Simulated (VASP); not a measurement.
# CsAg3O2 (P6/mmm) in VASP: further runs

CsAg3O2 is run at these levels: PBE; tasks: single point, relaxation of cell and atoms.

Program: VASP 6.6.1. These are calculated values, not measurements. Logs are shortened: lines on timing, memory, paths and dates and some standing lists are left out, and cuts for length are marked.

## 1. The cell of the first run

Symmetry: P6/mmm, No. 191, hexagonal system. The conventional cell has a = 6.003 Å, b = 6.003 Å, c = 3.527 Å, α = 90.00°, β = 90.00°, γ = 120.00°. Within 4.6 Å of Cs (site symmetry 6/mmm) lie 6 O at 3.47 Å and 12 Ag at 3.48 Å and 2 Cs at 3.53 Å. Within 3.3 Å of Ag (site symmetry mmm) lie 4 O at 2.47 Å and 4 Ag at 3.00 Å. Within 3.3 Å of O (site symmetry -6m2) lie 6 Ag at 2.47 Å.

## 2. Single point, PBE

The input, INCAR:

```
PREC = Accurate ; ENCUT = 520
EDIFF = 1E-6 ; ISMEAR = 0
SIGMA = 0.1 ; LREAL = False
LASPH = True ; NELM = 100
ALGO = Normal ; ISIF = 2
LWAVE = False ; LCHARG = False
GGA = PE ; NBANDS = 36
```

The input, KPOINTS:

```
regular mesh
0
Gamma
  6 6 10
```

The input, POSCAR:

```
CsAg3O2
1.0
    6.0027604113      0.0000000000      0.0000000000
   -3.0013802056      5.1985430091      0.0000000000
    0.0000000000      0.0000000000      3.5268757214
Cs Ag O
1 3 2
Direct
    0.0000000000      0.0000000000      0.0000000000
    0.0000000000      0.5000000000      0.5000000000
    0.5000000000      0.5000000000      0.5000000000
    0.5000000000      0.0000000000      0.5000000000
    0.6666666667      0.3333333333      0.0000000000
    0.3333333333      0.6666666667      0.0000000000
```

Potentials or basis: VASP PAW PBE potentials, release 64 (Cs_sv, Ag, O).

Launch:

```
$ cat potpaw_PBE.64/Cs_sv/POTCAR potpaw_PBE.64/Ag/POTCAR potpaw_PBE.64/O/POTCAR > POTCAR
$ mpirun -np 1 vasp_std > vasp.out
```

OUTCAR:

```text
PREC = Accurate
   ENCUT = 520
   EDIFF = 1E-6
   ISMEAR = 0
   LREAL = False
   LASPH = True
   NELM = 100
   ISIF = 2
   GGA = PE

 ion  position               nearest neighbor table
   1  0.000  0.000  0.000-
   2  0.000  0.500  0.500-   5 2.47   6 2.47   5 2.47   6 2.47   3 3.00   3 3.00   4 3.00   4 3.00

   3  0.500  0.500  0.500-   5 2.47   6 2.47   5 2.47   6 2.47   2 3.00   2 3.00   4 3.00   4 3.00

   4  0.500  0.000  0.500-   5 2.47   6 2.47   5 2.47   6 2.47   3 3.00   3 3.00   2 3.00   2 3.00

   5  0.667  0.333  0.000-   2 2.47   2 2.47   4 2.47   4 2.47   3 2.47   3 2.47
   6  0.333  0.667  0.000-   2 2.47   2 2.47   4 2.47   4 2.47   3 2.47   3 2.47

  LATTYP: Found a hexagonal cell.
 ALAT       =     6.0027604113
 C/A-ratio  =     0.5875423105

  Lattice vectors:

 A1 = (   6.0027604113,   0.0000000000,   0.0000000000)
 A2 = (  -3.0013802056,   5.1985430091,   0.0000000000)
 A3 = (   0.0000000000,   0.0000000000,   3.5268757214)

Analysis of symmetry for initial positions (statically):
=====================================================================
 Subroutine PRICEL returns:
 Original cell was already a primitive cell.

 Routine SETGRP: Setting up the symmetry group for a
 hexagonal supercell.

 Subroutine GETGRP returns: Found 24 space group operations
 (whereof 24 operations were pure point group operations)
 out of a pool of 24 trial point group operations.

The static configuration has the point symmetry D_6h.

Analysis of symmetry for dynamics (positions and initial velocities):
=====================================================================
 Subroutine PRICEL returns:
 Original cell was already a primitive cell.

 Routine SETGRP: Setting up the symmetry group for a
 hexagonal supercell.

 Subroutine GETGRP returns: Found 24 space group operations
 (whereof 24 operations were pure point group operations)
 out of a pool of 24 trial point group operations.

The dynamic configuration has the point symmetry D_6h.

 Subroutine INISYM returns: Found 24 space group operations
 (whereof 24 operations are pure point group operations),
 and found     1 'primitive' translations

----------------------------------------------------------------------------------------

                                     Primitive cell

  volume of cell :     110.0583

[... 98 lines left out ...]
   EDIFFG = 0.1E-04   stopping-criterion for IOM
   NSW    =      0    number of steps for IOM
   IBRION =     -1    ionic relax: 0-MD 1-quasi-New 2-CG
   NFREE  =      0    steps in history (QN), initial steepest desc. (CG)
   ISIF   =      2    stress and relaxation
   ISYM   =      2    0-nonsym 1-usesym 2-fastsym
   POTIM  = 0.5000    time-step for ionic-motion
   TEBEG  =    0.0;   TEEND  =   0.0 temperature during run
   PSTRESS=    0.0 pullay stress
   NELECT =      54.0000    total number of electrons
   NUPDOWN=      -1.0000    fix difference up-down
   EMIN   =  10.00;   EMAX   =-10.00  energy-range for DOS
   EFERMI =   0.00;   METHOD = LEGACY
   ISMEAR =     0;   SIGMA  =   0.10  broadening in eV -4-tet -1-fermi 0-gaus
   EFERMI_NEDOS =   21; number of points for ismear=-14 and -15
   IALGO  =     38    algorithm
   IMIX   =      4    mixing-type and parameters
     AMIX     =   0.40;   BMIX     =  1.00
     AMIX_MAG =   1.60;   BMIX_MAG =  1.00
  volume/ion in A,a.u.               =      18.34       123.79
  Fermi-wavevector in a.u.,A,eV,Ry     =   1.291215  2.440042 22.684117  1.667236
  Thomas-Fermi vector in A             =   2.422998
   LORBIT       =      0    0 simple, 1 ext, 2 COOP (PROOUT), +10 PAW based schemes
   GGA     = PE    functional components
   LHFCALC =     F    Hartree Fock is set to
   AEXX    =    0.0000 exact exchange contribution
   IVDW    =     0    specifies the selected vdW correction
   LEPSILON=     F    determine dielectric tensor
   LRPA    =     F    only Hartree local field effects (RPA)
 non-spin polarized calculation
 Gauss-broadening in eV      SIGMA  =   0.10
  energy-cutoff  :      520.00
  volume of cell :      110.06
 maximum number of plane-waves:      3013
 NGX is ok and might be reduce to    48
   NGX = 23   NGY = 23   NGZ = 13

 number of electron      53.9999996 magnetization

 Free energy of the ion-electron system (eV)
  ---------------------------------------------------
  ext. energy  EPLUGINS =         0.00000000
  ---------------------------------------------------
  free energy    TOTEN  =       -19.60837581 eV

  energy without entropy =      -19.60298131  energy(sigma->0) =      -19.60567856

 E-fermi :   5.0787     XC(G=0): -10.7070

 val. band max:        5.0629917531   @ k =   0.1667  -0.0000   0.1000
 cond. band min:       5.1378999957   @ k =   0.3333  -0.0000   0.0000
 fundamental gap:      0.0749082426
 Fermi energy:         5.0787457424

 k-point     1 :       0.0000    0.0000    0.0000
  band No.  band energies     occupation
      1     -17.3654      2.00000
      2     -11.9728      2.00000
      3     -11.6554      2.00000
      4      -4.2992      2.00000
      5      -4.2992      2.00000
      6      -3.1139      2.00000
[... 925 lines left out ...]
     35      12.1996      0.00000
     36      12.3169      0.00000

 [... further k-points ...]

------------------------ aborting loop because EDIFF is reached ----------------------------------------

  FORCE on cell =-STRESS in cart. coord.  units (eV):
  Direction    XX          YY          ZZ          XY          YZ          ZX
  --------------------------------------------------------------------------------------
  -------------------------------------------------------------------------------------
  Total        0.0285310      0.0285310     -0.0099705      0.0000000      0.0000000      0.0000000
  in kB        0.4153407      0.4153407     -0.1451458      0.0000000      0.0000000      0.0000000
  external PRESSURE =       0.2285119 kB  Pullay stress =       0.0000000 kB

 VOLUME and BASIS-vectors are now :
 -----------------------------------------------------------------------------
  energy-cutoff  :      520.00
  volume of cell :      110.06
      direct lattice vectors                 reciprocal lattice vectors
     6.002760411  0.000000000  0.000000000     0.166590024  0.096180795  0.000000000
    -3.001380206  5.198543009  0.000000000     0.000000000  0.192361590  0.000000000
     0.000000000  0.000000000  3.526875721     0.000000000  0.000000000  0.283537068

 POSITION                                       TOTAL-FORCE (eV/Angst)
 -----------------------------------------------------------------------------------
      0.00000      0.00000      0.00000        -0.000000      0.000000      0.000000
     -1.50069      2.59927      1.76344        -0.000000      0.000000      0.000000
      1.50069      2.59927      1.76344        -0.000000      0.000000      0.000000
      3.00138      0.00000      1.76344        -0.000000      0.000000      0.000000
      3.00138      1.73285      0.00000        -0.000000     -0.000000      0.000000
     -0.00000      3.46570      0.00000         0.000000      0.000000      0.000000
 -----------------------------------------------------------------------------------
    total drift:                               -0.000000      0.000000     -0.000000

  FREE ENERGIE OF THE ION-ELECTRON SYSTEM (eV)
  ---------------------------------------------------
  free  energy   TOTEN  =       -19.6083758082 eV

  energy  without entropy=      -19.6029813067  energy(sigma->0) =      -19.60567856
```

Run time: 72 s. Hardware: 1 thread of Intel Xeon Platinum 8559C (Emerald Rapids), shared host; peak memory 0.31 GiB.

What came out:

| Quantity | Value |
| --- | --- |
| Free energy | -19.6084 eV |
| Pressure | 0.0 GPa |
| Band gap on the k mesh | zero (band 27 reaches 5.14 eV, above the bottom of band 28 at 5.06 eV) |

Levels at points of the mesh, in eV from the Fermi level:
| k point | band 25 | band 26 | band 27 | band 28 | band 29 | band 30 |
| --- | --- | --- | --- | --- | --- | --- |
| (0.00, 0.00, 0.00) | -1.44 | -1.39 | -1.39 | 0.47 | 3.08 | 4.18 |
| (0.50, 0.00, 0.00) | -1.58 | -0.97 | -0.17 | 0.79 | 0.98 | 1.71 |
| (0.00, 0.00, 0.50) | -2.50 | -0.04 | -0.04 | 0.83 | 0.83 | 3.28 |
| (0.50, 0.00, 0.50) | -1.54 | -0.87 | -0.13 | 1.05 | 2.18 | 2.61 |

Caveat: spin-orbit coupling is left out, which moves the levels of the heavy elements.

## 3. Relaxation of cell and atoms, PBE

This run uses another cell than the first one, of 21.92 Å³/atom, 1.195 times its volume.

The input, INCAR:

```
ALGO = Normal
EDIFF = 1E-7
EDIFFG = -0.04
ENCUT = 600
GGA = PE
IBRION = 2
ISIF = 3
ISMEAR = 0
LASPH = T
LCHARG = F
LREAL = F
LWAVE = F
NELM = 60
NSW = 90
PREC = Accurate
SIGMA = 0.1
```

The input, KPOINTS:

```
k-points
0
Gamma
  3 3 4
```

The input, POSCAR:

```
CsAg3O2
1.0
    5.8515343000      0.0000000000      0.0000000000
   -2.9257671500      5.0675773500      0.0000000000
    0.0000000000      0.0000000000      4.4359514900
Cs Ag O
1 3 2
Direct
    0.0000000000      0.0000000000      0.0000000000
    0.0000000000      0.5000000000      0.5000000000
    0.5000000000      0.5000000000      0.5000000000
    0.5000000000      0.0000000000      0.5000000000
    0.6666666700      0.3333333300      0.0000000000
    0.3333333300      0.6666666700      0.0000000000
```

Potentials or basis: VASP PAW PBE potentials, release 64 (Cs_sv, Ag, O).

Launch:

```
$ cat potpaw_PBE.64/Cs_sv/POTCAR potpaw_PBE.64/Ag/POTCAR potpaw_PBE.64/O/POTCAR > POTCAR
$ mpirun -np 1 vasp_std > vasp.out
```

It took 3.7 min on 1 thread of Intel Xeon Platinum 8559C (Emerald Rapids), shared host; peak memory 0.3 GiB.

The run converged. Its results:

```
Free energy                            : -19.5713 eV
Relaxed volume                         : 18.41 Å³/atom
Relaxed cell                           : a = 6.009 Å, b = 6.009 Å, c = 3.531 Å, α = 90.00°, β = 90.00°, γ = 120.00°
Space group after relaxing (to 0.05 Å) : P6/mmm (No. 191)
Energy gained by relaxing              : 241.0 meV/atom
Ionic steps                            : 10
Pressure after relaxing                : 0.0 GPa
```

Stress tensor (GPa, compression positive):
```
-0.09  0.00  0.00
 0.00 -0.09  0.00
 0.00  0.00  0.09
```

The path:
| step | energy change (eV) | largest force (eV/Å) | pressure (GPa) | volume (Å³) |
| --- | --- | --- | --- | --- |
| 1 | 0.0000 | 0.0000 | -6.87 | 131.54 |
| 2 | -0.9779 | 0.0000 | -2.89 | 114.23 |
| 3 | -1.1963 | 0.0000 | 1.47 | 106.16 |
| 4 | -1.2053 | 0.0000 | 2.96 | 104.18 |
| 5 | -1.3775 | 0.0000 | 2.01 | 106.04 |
| 6 | -1.4316 | 0.0000 | 1.72 | 107.46 |
| 7 | -1.4331 | 0.0000 | 1.63 | 107.70 |
| 8 | -1.4324 | 0.0000 | 1.60 | 107.91 |
| 9 | -1.4420 | 0.0000 | -0.83 | 111.81 |
| 10 | -1.4458 | 0.0000 | -0.03 | 110.43 |

Final structure:
```cif
data_structure
_symmetry_space_group_name_H-M 'P 1'
_symmetry_Int_Tables_number 1
_cell_length_a 6.0091
_cell_length_b 6.0091
_cell_length_c 3.5314
_cell_angle_alpha 90.000
_cell_angle_beta 90.000
_cell_angle_gamma 120.000
_cell_volume 110.43
loop_
_atom_site_label
_atom_site_type_symbol
_atom_site_fract_x
_atom_site_fract_y
_atom_site_fract_z
_atom_site_occupancy
Cs1 Cs 0.00000 0.00000 0.00000 1
Ag1 Ag 0.00000 0.50000 0.50000 1
Ag2 Ag 0.50000 0.50000 0.50000 1
Ag3 Ag 0.50000 0.00000 0.50000 1
O1 O 0.66667 0.33333 0.00000 1
O2 O 0.33333 0.66667 0.00000 1
```

Levels at points of the mesh, in eV from the Fermi level:
| k point | band 23 | band 24 | band 25 | band 26 | band 27 | band 28 | band 29 | band 30 | band 31 | band 32 |
| --- | --- | --- | --- | --- | --- | --- | --- | --- | --- | --- |
| (0.00, 0.00, 0.00) | -2.13 | -2.13 | -1.51 | -1.45 | -1.45 | 0.40 | 3.02 | 4.11 | 4.11 | 4.32 |
| (0.00, 0.00, 0.50) | -2.63 | -2.62 | -2.57 | -0.10 | -0.10 | 0.78 | 0.78 | 3.22 | 3.47 | 4.40 |

Caveat: the k points lie up to 0.44 Å⁻¹ apart in the final cell; the volume moved by over 15 % at a fixed basis, so the end points are rough; spin-orbit coupling is left out, which moves the levels of the heavy elements.
